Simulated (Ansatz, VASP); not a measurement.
**K3H: VASP beside Ansatz**

Contents of INCAR:

```
  PREC = Accurate
  ENCUT = 600
  EDIFF = 1E-6
  ISMEAR = 0
  SIGMA = 0.1
  LREAL = False
  LASPH = True
  NELM = 80
  ALGO = Normal
  ISIF = 3
  LWAVE = False
  LCHARG = False
  GGA = PE
  IBRION = 2
  NSW = 100
  EDIFFG = -0.01
```

The input KPOINTS:

```
regular mesh
0
Gamma
  6 6 10
```

Contents of POSCAR:

```
K3H
1.0
    8.0053473547      0.0000000000      0.0000000000
   -4.0026736773      6.9328341753      0.0000000000
    0.0000000000      0.0000000000      4.7121527448
K H
3 1
Direct
    0.3333333333      0.6666666667      0.5000000000
    0.6666666667      0.3333333333      0.5000000000
    0.0000000000      0.0000000000      0.5000000000
    0.0000000000      0.0000000000      0.0000000000
```

Input for Ansatz:

```yaml
crystal:
  lattice:
    - [8.0053473547, 0.0, 0.0]
    - [-4.0026736773, 6.9328341753, 0.0]
    - [0.0, 0.0, 4.7121527448]
  atoms:
    - { symbol: K, position: [0.3333333333, 0.6666666667, 0.5] }
    - { symbol: K, position: [0.6666666667, 0.3333333333, 0.5] }
    - { symbol: K, position: [0.0, 0.0, 0.5] }
    - { symbol: H, position: [0.0, 0.0, 0.0] }
basis:
  ecutwfc: 420
kpoints:
  mp_grid: { grid: [6, 6, 10] }
hamiltonian:
  xc: pbe
scf:
  occupations: { method: gaussian, width: 0.1 }
output:
  forces: true
  stress: true
  eigenvalues: true
  write_density: true
  write_potential: true
  elf: true
  volumetric_format: npy
relax:
  adjacent_minimum: "off"
  f_tol: 0.01
  max_steps: 80
  cell: { stress_tol: 0.05 }
```

Alike in both runs: task relaxation of cell and atoms; functional PBE; k mesh 6 × 6 × 10; occupations gaussian, width 0.1 eV; no spin polarisation.

|  | VASP | Ansatz |
| --- | --- | --- |
| version | VASP 6.6.1 | Ansatz 0.2.0 |
| potentials or method | VASP PAW PBE potentials, release 64 (K_sv, H), cutoff 600 eV | scalar-relativistic, plane waves, PAW |
| valence electrons in the cell | 28 | 28 |

Ansatz gave:

```
gap on the k mesh at the Fermi level, each at its own relaxed structure (eV) : none
relaxed volume (Å³/atom)                                                     : 68.69
relaxed cell length with the largest relative difference (Å)                 : 8.196
```

Q: Estimate VASP's values.

A: gap on the k mesh at the Fermi level, each at its own relaxed structure (eV): none; relaxed volume (Å³/atom): 68.59; relaxed cell length with the largest relative difference (Å): 8.187.

A gap of «none» marks a metal or a gap that the smearing closes.
